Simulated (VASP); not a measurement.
# Sc (Fm-3m) in VASP: notebook

The runs below take Sc through single point, relaxation of cell and atoms, with PBE.

Program: VASP 6.6.1. These are calculated values, not measurements. Logs are shortened: lines on timing, memory, paths and dates and some standing lists are left out, and cuts for length are marked.

### Step 1. The cell of the first run

The structure is cubic, space group Fm-3m (No. 225). Conventional cell: a = 4.101 Å, b = 4.101 Å, c = 4.101 Å, α = 90.00°, β = 90.00°, γ = 90.00°. Within 3.8 Å of Sc (site symmetry m-3m) lie 12 Sc at 2.90 Å.

### Step 2. Single point, PBE

INCAR reads:

```
ALGO = Normal
EDIFF = 1E-6
ENCUT = 520
GGA = PE
ISIF = 2
ISMEAR = -1
LASPH = True
LCHARG = True
LELF = True
LREAL = False
LVHAR = True
LWAVE = False
NBANDS = 12
NELM = 60
PREC = Accurate
SIGMA = 0.1
```

KPOINTS reads:

```
k-points
0
Gamma
  16 16 16
```

POSCAR reads:

```
Sc
1.0
    0.0000000000      2.0506583139      2.0506583139
    2.0506583139      0.0000000000      2.0506583139
    2.0506583139      2.0506583139      0.0000000000
Sc
1
Direct
    0.0000000000      0.0000000000      0.0000000000
```

Potentials or basis: VASP PAW PBE potentials, release 64 (Sc_sv).

Command:

```sh
> cat potpaw_PBE.64/Sc_sv/POTCAR > POTCAR
> mpirun -np 1 vasp_std > vasp.out
```

OUTCAR:

```text
EDIFF = 1E-6
   ENCUT = 520
   GGA = PE
   ISIF = 2
   ISMEAR = -1
   LASPH = True
   LREAL = False
   NELM = 60
   PREC = Accurate

 ion  position               nearest neighbor table
   1  0.000  0.000  0.000-

  LATTYP: Found a face centered cubic cell.
 ALAT       =     4.1013166278

  Lattice vectors:

 A1 = (   0.0000000000,   2.0506583139,   2.0506583139)
 A2 = (   2.0506583139,   0.0000000000,   2.0506583139)
 A3 = (   2.0506583139,   2.0506583139,   0.0000000000)

Analysis of symmetry for initial positions (statically):
=====================================================================
 Subroutine PRICEL returns:
 Original cell was already a primitive cell.

 Routine SETGRP: Setting up the symmetry group for a
 face centered cubic supercell.

 Subroutine GETGRP returns: Found 48 space group operations
 (whereof 48 operations were pure point group operations)
 out of a pool of 48 trial point group operations.

The static configuration has the point symmetry O_h .

Analysis of symmetry for dynamics (positions and initial velocities):
=====================================================================
 Subroutine PRICEL returns:
 Original cell was already a primitive cell.

 Routine SETGRP: Setting up the symmetry group for a
 face centered cubic supercell.

 Subroutine GETGRP returns: Found 48 space group operations
 (whereof 48 operations were pure point group operations)
 out of a pool of 48 trial point group operations.

The dynamic configuration has the point symmetry O_h .

 Subroutine INISYM returns: Found 48 space group operations
 (whereof 48 operations are pure point group operations),
 and found     1 'primitive' translations

----------------------------------------------------------------------------------------

                                     Primitive cell

  volume of cell :      17.2469

  direct lattice vectors                    reciprocal lattice vectors
     0.000000000  2.050658314  2.050658314    -0.243824140  0.243824140  0.243824140
     2.050658314  0.000000000  2.050658314     0.243824140 -0.243824140  0.243824140
     2.050658314  2.050658314  0.000000000     0.243824140  0.243824140 -0.243824140

  length of vectors
     2.900068799  2.900068799  2.900068799     0.422315799  0.422315799  0.422315799

  position of ions in fractional coordinates (direct lattice)
     0.000000000  0.000000000  0.000000000

  ion indices of the primitive-cell ions
   primitive index   ion index
                 1           1

----------------------------------------------------------------------------------------
[... 75 lines left out ...]
   NFREE  =      0    steps in history (QN), initial steepest desc. (CG)
   ISIF   =      2    stress and relaxation
   ISYM   =      2    0-nonsym 1-usesym 2-fastsym
   POTIM  = 0.5000    time-step for ionic-motion
   TEBEG  =    0.0;   TEEND  =   0.0 temperature during run
   PSTRESS=    0.0 pullay stress
   NELECT =      11.0000    total number of electrons
   NUPDOWN=      -1.0000    fix difference up-down
   EMIN   =  10.00;   EMAX   =-10.00  energy-range for DOS
   EFERMI =   0.00;   METHOD = LEGACY
   ISMEAR =    -1;   SIGMA  =   0.10  broadening in eV -4-tet -1-fermi 0-gaus
   EFERMI_NEDOS =   21; number of points for ismear=-14 and -15
   IALGO  =     38    algorithm
   IMIX   =      4    mixing-type and parameters
     AMIX     =   0.40;   BMIX     =  1.00
     AMIX_MAG =   1.60;   BMIX_MAG =  1.00
  volume/ion in A,a.u.               =      17.25       116.39
  Fermi-wavevector in a.u.,A,eV,Ry     =   1.409189  2.662980 27.018616  1.985812
  Thomas-Fermi vector in A             =   2.531270
   LORBIT       =      0    0 simple, 1 ext, 2 COOP (PROOUT), +10 PAW based schemes
   GGA     = PE    functional components
   LHFCALC =     F    Hartree Fock is set to
   AEXX    =    0.0000 exact exchange contribution
   IVDW    =     0    specifies the selected vdW correction
   LEPSILON=     F    determine dielectric tensor
   LRPA    =     F    only Hartree local field effects (RPA)
 non-spin polarized calculation
  energy-cutoff  :      520.00
  volume of cell :       17.25
 maximum number of plane-waves:       483
 NGX is ok and might be reduce to    24
   NGX = 11   NGY = 11   NGZ = 11

 number of electron      11.0000001 magnetization

 Free energy of the ion-electron system (eV)
  ---------------------------------------------------
  ext. energy  EPLUGINS =         0.00000000
  ---------------------------------------------------
  free energy    TOTEN  =        -5.63943553 eV

  energy without entropy =       -5.60172751  energy(sigma->0) =       -5.62058152

 E-fermi :   6.1186     XC(G=0): -11.4110

 val. band max:        6.1108811671   @ k =  -0.3125   0.4375   0.1875
 cond. band min:       6.1233731798   @ k =  -0.2500   0.3125   0.1250
 fundamental gap:      0.0124920127
 Fermi energy:         6.1185553248

 k-point     1 :       0.0000    0.0000    0.0000
  band No.  band energies     occupation
      1     -42.5088      2.00000
      2     -20.5117      2.00000
      3     -20.5117      2.00000
      4     -20.5117      2.00000
      5       0.5171      2.00000
      6       8.1375      0.00000
      7       8.1375      0.00000
      8       8.1375      0.00000
      9      10.3127      0.00000
     10      10.3127      0.00000
     11      20.7548      0.00000
     12      25.7063      0.00000
[... 331 lines left out ...]
 k-point    24 :      -0.0625    0.0625    0.0000
  band No.  band energies     occupation
      1     -42.4839      2.00000
      2     -20.6335      2.00000
      3     -20.5452      2.00000
      4     -20.5189      2.00000
      5       0.8878      2.00000
      6       7.8341      0.00000
      7       8.2821      0.00000
      8       8.2980      0.00000
      9      10.0794      0.00000
     10      10.3145      0.00000
     11      21.2824      0.00000
     12      23.8363      0.00000

 [... further k-points ...]
[... 5 lines left out ...]
  --------------------------------------------------------------------------------------
  -------------------------------------------------------------------------------------
  Total        3.4650353      3.4650353      3.4650353      0.0000000     -0.0000000      0.0000000
  in kB      321.8906331    321.8906331    321.8906331      0.0000000     -0.0000000      0.0000000
  external PRESSURE =     321.8906331 kB  Pullay stress =       0.0000000 kB

 VOLUME and BASIS-vectors are now :
 -----------------------------------------------------------------------------
  energy-cutoff  :      520.00
  volume of cell :       17.25
      direct lattice vectors                 reciprocal lattice vectors
     0.000000000  2.050658314  2.050658314    -0.243824140  0.243824140  0.243824140
     2.050658314  0.000000000  2.050658314     0.243824140 -0.243824140  0.243824140
     2.050658314  2.050658314  0.000000000     0.243824140  0.243824140 -0.243824140

 POSITION                                       TOTAL-FORCE (eV/Angst)
 -----------------------------------------------------------------------------------
      0.00000      0.00000      0.00000        -0.000000      0.000000      0.000000
 -----------------------------------------------------------------------------------
    total drift:                                0.000000      0.000000     -0.000000

  FREE ENERGIE OF THE ION-ELECTRON SYSTEM (eV)
  ---------------------------------------------------
  free  energy   TOTEN  =        -5.6394355304 eV

  energy  without entropy=       -5.6017275064  energy(sigma->0) =       -5.62058152
```

OSZICAR:

```text
N       E                     dE             d eps       ncg     rms          rms(c)
DAV:   1     0.690586461913E+02    0.69059E+02   -0.50854E+03  3528   0.948E+02
DAV:   2    -0.484070233008E+01   -0.73899E+02   -0.71830E+02  3480   0.281E+02
DAV:   3    -0.602226733159E+01   -0.11816E+01   -0.11676E+01  4304   0.488E+01
DAV:   4    -0.603797082259E+01   -0.15703E-01   -0.15701E-01  4380   0.448E+00
DAV:   5    -0.603822158250E+01   -0.25076E-03   -0.25076E-03  4760   0.564E-01    0.856E+00
DAV:   6    -0.569824811984E+01    0.33997E+00   -0.48923E-01  4984   0.109E+01    0.321E+00
DAV:   7    -0.564254318359E+01    0.55705E-01   -0.12430E-01  5336   0.541E+00    0.477E-01
DAV:   8    -0.563943957753E+01    0.31036E-02   -0.47664E-03  4032   0.882E-01    0.598E-02
DAV:   9    -0.563943348989E+01    0.60876E-05   -0.12292E-04  4644   0.186E-01    0.192E-02
DAV:  10    -0.563943565981E+01   -0.21699E-05   -0.69702E-06  3732   0.285E-02    0.125E-03
DAV:  11    -0.563943553041E+01    0.12941E-06   -0.94825E-08  2508   0.503E-03
   1 F= -.56394355E+01 E0= -.56205815E+01  d E =-.377080E-01
```

Wall time 8.5 s (1 thread of Intel Xeon 6975P-C (Granite Rapids), shared host); peak memory 0.15 GiB.

What came out:

| Item | Value |
| --- | --- |
| Free energy | -5.6394 eV |
| Pressure | 32.2 GPa |

(Part 1 of 2 ends here.)
